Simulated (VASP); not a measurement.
# GaN (Cm) in VASP: notebook

Runs on GaN. Level: PBE. Tasks: single point.

All numbers are computed with VASP 6.6.1; they aren't measurements. Logs are shortened: lines on timing, memory, paths and dates and some standing lists are left out, and cuts for length are marked.

### 1 The cell of the first run

Symmetry: Cm, No. 8, monoclinic system. Conventional cell: a = 5.574 Å, b = 3.218 Å, c = 5.243 Å, α = 90.00°, β = 90.00°, γ = 90.00°. Within 2.6 Å of Ga (site symmetry m) lie 4 N at 1.97 to 2.01 Å. Within 2.5 Å of Ga (site symmetry m) lie 4 N at 1.87 to 2.00 Å. N (site symmetry m) has 4 Ga at 1.87 to 2.01 Å within 2.5 Å. N (site symmetry m) has 4 Ga at 1.97 to 1.98 Å within 2.6 Å.

### 2 Single point, PBE (atom 3 (N) moved +0.100 Å towards its neighbour atom 2 (Ga) at 1.967 Å)

Contents of INCAR:

```
ALGO     = Normal         # electronic algorithm
EDIFF    = 1E-7           # SCF threshold, eV
ENCUT    = 520            # plane-wave cutoff, eV
GGA      = PE             # functional
ISIF     = 2              # what is computed and relaxed
ISMEAR   = 0              # smearing method
LASPH    = True           # aspherical terms in the spheres
LCHARG   = False          # write CHGCAR
LREAL    = False          # projectors in reciprocal space
LWAVE    = False          # write WAVECAR
NBANDS   = 26             # bands
NELM     = 80             # most SCF steps
PREC     = Accurate       # precision mode
SIGMA    = 0.05           # smearing width, eV
```

Contents of KPOINTS:

```
k-points
0
Gamma
  12 12 6
```

Contents of POSCAR:

```
GaN
1.0
    3.2184289164      0.0000000000      0.0000000000
   -1.6092144582      2.7872412019      0.0000000000
    0.0000000000      0.0000000000      5.2430304702
Ga N
2 2
Direct
    0.3333333333      0.6666666667      0.9991316875
    0.6666666667      0.3333333333      0.4991316875
    0.2994466498      0.6497233249      0.3821337930
    0.6666666667      0.3333333333      0.8758683125
```

Potentials or basis: VASP PAW PBE potentials, release 64 (Ga_d, N).

The run is started by

```bash
$ cat potpaw_PBE.64/Ga_d/POTCAR potpaw_PBE.64/N/POTCAR > POTCAR
$ mpirun -np 1 vasp_std > vasp.out
```

OUTCAR:

```text
EDIFF = 1E-7
   ENCUT = 520
   GGA = PE
   ISIF = 2
   ISMEAR = 0
   LASPH = True
   LREAL = False
   NELM = 80
   PREC = Accurate

 ion  position               nearest neighbor table
   1  0.333  0.667  0.999-   4 1.97   4 1.97   4 1.97   3 2.01
   2  0.667  0.333  0.499-   3 1.87   4 1.98   3 2.00   3 2.00
   3  0.299  0.650  0.382-   2 1.87   2 2.00   2 2.00   1 2.01
   4  0.667  0.333  0.876-   1 1.97   1 1.97   1 1.97   2 1.98

  LATTYP: Found a hexagonal cell.
 ALAT       =     3.2184289164
 C/A-ratio  =     1.6290651763

  Lattice vectors:

 A1 = (   3.2184289164,   0.0000000000,   0.0000000000)
 A2 = (  -1.6092144582,   2.7872412019,   0.0000000000)
 A3 = (   0.0000000000,   0.0000000000,   5.2430304702)

Analysis of symmetry for initial positions (statically):
=====================================================================
 Subroutine PRICEL returns:
 Original cell was already a primitive cell.

 Routine SETGRP: Setting up the symmetry group for a
 hexagonal supercell.

 Subroutine GETGRP returns: Found  2 space group operations
 (whereof  2 operations were pure point group operations)
 out of a pool of 24 trial point group operations.

The static configuration has the point symmetry C_1h.

Analysis of symmetry for dynamics (positions and initial velocities):
=====================================================================
 Subroutine PRICEL returns:
 Original cell was already a primitive cell.

 Routine SETGRP: Setting up the symmetry group for a
 hexagonal supercell.

 Subroutine GETGRP returns: Found  2 space group operations
 (whereof  2 operations were pure point group operations)
 out of a pool of 24 trial point group operations.

The dynamic configuration has the point symmetry C_1h.

 Subroutine INISYM returns: Found  2 space group operations
 (whereof  2 operations are pure point group operations),
 and found     1 'primitive' translations

----------------------------------------------------------------------------------------

                                     Primitive cell

  volume of cell :      47.0328

  direct lattice vectors                    reciprocal lattice vectors
     3.218428916  0.000000000  0.000000000     0.310710606  0.179388852  0.000000000
    -1.609214458  2.787241202  0.000000000     0.000000000  0.358777704  0.000000000
     0.000000000  0.000000000  5.243030470     0.000000000  0.000000000  0.190729389

[... 86 lines left out ...]
   NELM   =     80;   NELMIN=  2; NELMDL= -5     # of ELM steps
   EDIFF  = 0.1E-06   stopping-criterion for ELM
   LREAL  =      F    real-space projection
   EDIFFG = 0.1E-05   stopping-criterion for IOM
   NSW    =      0    number of steps for IOM
   IBRION =     -1    ionic relax: 0-MD 1-quasi-New 2-CG
   NFREE  =      0    steps in history (QN), initial steepest desc. (CG)
   ISIF   =      2    stress and relaxation
   ISYM   =      2    0-nonsym 1-usesym 2-fastsym
   POTIM  = 0.5000    time-step for ionic-motion
   TEBEG  =    0.0;   TEEND  =   0.0 temperature during run
   PSTRESS=    0.0 pullay stress
   NELECT =      36.0000    total number of electrons
   NUPDOWN=      -1.0000    fix difference up-down
   EMIN   =  10.00;   EMAX   =-10.00  energy-range for DOS
   EFERMI =   0.00;   METHOD = LEGACY
   ISMEAR =     0;   SIGMA  =   0.05  broadening in eV -4-tet -1-fermi 0-gaus
   EFERMI_NEDOS =   21; number of points for ismear=-14 and -15
   IALGO  =     38    algorithm
   IMIX   =      4    mixing-type and parameters
     AMIX     =   0.40;   BMIX     =  1.00
     AMIX_MAG =   1.60;   BMIX_MAG =  1.00
  volume/ion in A,a.u.               =      11.76        79.35
  Fermi-wavevector in a.u.,A,eV,Ry     =   1.497529  2.829920 30.512351  2.242595
  Thomas-Fermi vector in A             =   2.609406
   LORBIT       =      0    0 simple, 1 ext, 2 COOP (PROOUT), +10 PAW based schemes
   GGA     = PE    functional components
   LHFCALC =     F    Hartree Fock is set to
   AEXX    =    0.0000 exact exchange contribution
   IVDW    =     0    specifies the selected vdW correction
   LEPSILON=     F    determine dielectric tensor
   LRPA    =     F    only Hartree local field effects (RPA)
 non-spin polarized calculation
 Gauss-broadening in eV      SIGMA  =   0.05
  energy-cutoff  :      520.00
  volume of cell :       47.03
 maximum number of plane-waves:      1290
   NGX = 11   NGY = 11   NGZ = 19

 number of electron      35.9999956 magnetization

 Free energy of the ion-electron system (eV)
  ---------------------------------------------------
  ext. energy  EPLUGINS =         0.00000000
  ---------------------------------------------------
  free energy    TOTEN  =       -24.25388928 eV

  energy without entropy =      -24.25388928  energy(sigma->0) =      -24.25388928

 E-fermi :   5.3021     XC(G=0): -11.5146

 val. band max:        5.0434671928   @ k =   0.0000   0.0000   0.0000
 cond. band min:       6.7234911097   @ k =   0.0000   0.0000   0.0000
 fundamental gap:      1.6800239169
 Fermi energy:         5.3021183335

 k-point     1 :       0.0000    0.0000    0.0000
  band No.  band energies     occupation
      1     -10.7478      2.00000
      2      -9.9317      2.00000
      3      -8.4211      2.00000
      4      -8.4101      2.00000
      5      -8.4020      2.00000
      6      -8.3590      2.00000
[... 685 lines left out ...]
     25      16.5701      0.00000
     26      17.9481      0.00000

 [... further k-points ...]

------------------------ aborting loop because EDIFF is reached ----------------------------------------

  FORCE on cell =-STRESS in cart. coord.  units (eV):
  Direction    XX          YY          ZZ          XY          YZ          ZX
  --------------------------------------------------------------------------------------
  -------------------------------------------------------------------------------------
  Total        0.8511732     -0.0955097     -0.1481959      0.8198515     -0.2809118     -0.4865542
  in kB       28.9953053     -3.2535494     -5.0483092     27.9283274     -9.5692912    -16.5745187
  external PRESSURE =       6.8978156 kB  Pullay stress =       0.0000000 kB

 VOLUME and BASIS-vectors are now :
 -----------------------------------------------------------------------------
  energy-cutoff  :      520.00
  volume of cell :       47.03
      direct lattice vectors                 reciprocal lattice vectors
     3.218428916  0.000000000  0.000000000     0.310710606  0.179388852  0.000000000
    -1.609214458  2.787241202  0.000000000     0.000000000  0.358777704  0.000000000
     0.000000000  0.000000000  5.243030470     0.000000000  0.000000000  0.190729389

 POSITION                                       TOTAL-FORCE (eV/Angst)
 -----------------------------------------------------------------------------------
     -0.00000      1.85816      5.23848        -0.096518     -0.055725      0.187081
      1.60921      0.92908      2.61696        -1.116717     -0.644737      0.265936
     -0.08180      1.81094      2.00354         1.268539      0.732391     -0.641696
      1.60921      0.92908      4.59220        -0.055303     -0.031929      0.188679
 -----------------------------------------------------------------------------------
    total drift:                               -0.000039     -0.000025     -0.001364

  FREE ENERGIE OF THE ION-ELECTRON SYSTEM (eV)
  ---------------------------------------------------
  free  energy   TOTEN  =       -24.2538892840 eV

  energy  without entropy=      -24.2538892840  energy(sigma->0) =      -24.25388928
```

OSZICAR:

```text
N       E                     dE             d eps       ncg     rms          rms(c)
DAV:   1     0.281331980711E+03    0.28133E+03   -0.17713E+04 13720   0.256E+03
DAV:   2     0.848475329511E+01   -0.27285E+03   -0.25718E+03 13760   0.492E+02
DAV:   3    -0.269653401139E+02   -0.35450E+02   -0.34935E+02 14876   0.143E+02
DAV:   4    -0.281801720555E+02   -0.12148E+01   -0.12094E+01 14706   0.286E+01
DAV:   5    -0.282071546265E+02   -0.26983E-01   -0.26945E-01 15458   0.412E+00    0.108E+01
DAV:   6    -0.241807228837E+02    0.40264E+01   -0.10214E+01 20802   0.486E+01    0.309E+00
DAV:   7    -0.242723769216E+02   -0.91654E-01   -0.13579E+00 13448   0.918E+00    0.268E+00
DAV:   8    -0.242681322550E+02    0.42447E-02   -0.16156E-01 20756   0.536E+00    0.849E-01
DAV:   9    -0.242533620723E+02    0.14770E-01   -0.47177E-02 20790   0.383E+00    0.371E-01
DAV:  10    -0.242538551046E+02   -0.49303E-03   -0.47923E-03 13216   0.480E-01    0.416E-02
DAV:  11    -0.242538823807E+02   -0.27276E-04   -0.27724E-04 21980   0.231E-01    0.379E-02
DAV:  12    -0.242538885867E+02   -0.62059E-05   -0.41771E-05 13292   0.626E-02    0.242E-02
DAV:  13    -0.242538888289E+02   -0.24226E-06   -0.13635E-05 18056   0.462E-02    0.109E-02
DAV:  14    -0.242538892168E+02   -0.38792E-06   -0.17794E-06 13890   0.114E-02    0.466E-03
DAV:  15    -0.242538892840E+02   -0.67128E-07   -0.18519E-07 10530   0.503E-03
   1 F= -.24253889E+02 E0= -.24253889E+02  d E =-.943027E-16
```

stdout:

```text
POSCAR found type information on POSCAR GaN
 POSCAR found :  2 types and       4 ions
 scaLAPACK will be used
 LDA part: xc-table for (Slater+PW92), standard interpolation
 POSCAR, INCAR and KPOINTS ok, starting setup
 FFT: planning ... GRIDC
 FFT: planning ... GRID_SOFT
 FFT: planning ... GRID
 WAVECAR not read
 entering main loop
```

It took 8.1 min on 1 thread of Intel Xeon 8259CL, shared host; peak memory 0.35 GiB.

What came out:

```
Free energy            : -24.2539 eV
Pressure               : 0.7 GPa
Largest force          : 1.599 eV/Å
Band gap on the k mesh : 1.68 eV
```

Forces on the atoms (eV/Å):
```
Ga  -0.097 -0.056  0.187
Ga  -1.117 -0.645  0.266
N    1.269  0.732 -0.642
N   -0.055 -0.032  0.189
```

Stress tensor (GPa, compression positive):
```
 2.90  2.79 -1.66
 2.79 -0.33 -0.96
-1.66 -0.96 -0.50
```

Caveat: the cell differs from its parent crystal (atom 3 (N) moved +0.100 Å towards its neighbour atom 2 (Ga) at 1.967 Å); forces of over 1 eV/Å act on the atoms, so gaps and moduli don't describe the material at rest.

### 3 Single point, PBE (atom 3 (N) moved -0.050 Å towards its neighbour atom 2 (Ga) at 1.967 Å)

Contents of INCAR:

```
  ALGO = Normal
  EDIFF = 1E-7
  ENCUT = 520
  GGA = PE
  ISIF = 2
  ISMEAR = 0
  LASPH = T
  LCHARG = F
  LREAL = F
  LWAVE = F
  NBANDS = 26
  NELM = 80
  PREC = Accurate
  SIGMA = 0.05
```

KPOINTS is that of step 2.

Edit POSCAR of step 2 so:

```diff
@@ -10,3 +10,3 @@
     0.6666666667      0.3333333333      0.4991316875
-    0.2994466498      0.6497233249      0.3821337930
+    0.3502766751      0.6751383375      0.3727355723
     0.6666666667      0.3333333333      0.8758683125
```

Potentials or basis: VASP PAW PBE potentials, release 64 (Ga_d, N).

The run is started by

```bash
$ cat potpaw_PBE.64/Ga_d/POTCAR potpaw_PBE.64/N/POTCAR > POTCAR
$ mpirun -np 1 vasp_std > vasp.out
```

It took 8.8 min on 1 thread of Intel Xeon 8259CL, shared host; peak memory 0.35 GiB.

Results (log left out):

```
Free energy            : -24.3132 eV
Pressure               : 0.2 GPa
Largest force          : 0.569 eV/Å
Band gap on the k mesh : 1.67 eV
```

Forces in eV/Å, atoms in the order of the input:
```
Ga   0.040  0.023 -0.100
Ga   0.380  0.219 -0.053
N   -0.444 -0.256  0.246
N    0.024  0.014 -0.093
```

Stress tensor (GPa, compression positive):
```
-0.61 -1.04  0.57
-1.04  0.60  0.33
 0.57  0.33  0.67
```

Levels at points of the mesh, in eV from the valence-band top:
```csv
k point,band 15,band 16,band 17,band 18,band 19,band 20,band 21,band 22
"(0.00, 0.00, 0.00)",-0.97,-0.10,-0.05,0.00,1.67,4.04,8.96,9.69
"(0.50, 0.00, 0.00)",-4.18,-2.70,-2.08,-1.00,4.94,5.29,5.73,8.30
"(0.00, 0.50, 0.00)",-4.10,-2.65,-2.23,-0.97,4.95,5.36,6.02,8.30
"(0.00, 0.00, 0.50)",-0.65,-0.56,-0.55,-0.43,4.02,4.02,8.19,8.38
"(0.50, 0.00, 0.50)",-1.94,-1.93,-1.91,-1.90,4.29,4.34,7.46,7.49
"(0.00, 0.50, 0.50)",-1.95,-1.92,-1.86,-1.78,4.21,4.26,7.51,7.66
```

Caveat: the cell differs from its parent crystal (atom 3 (N) moved -0.050 Å towards its neighbour atom 2 (Ga) at 1.967 Å).
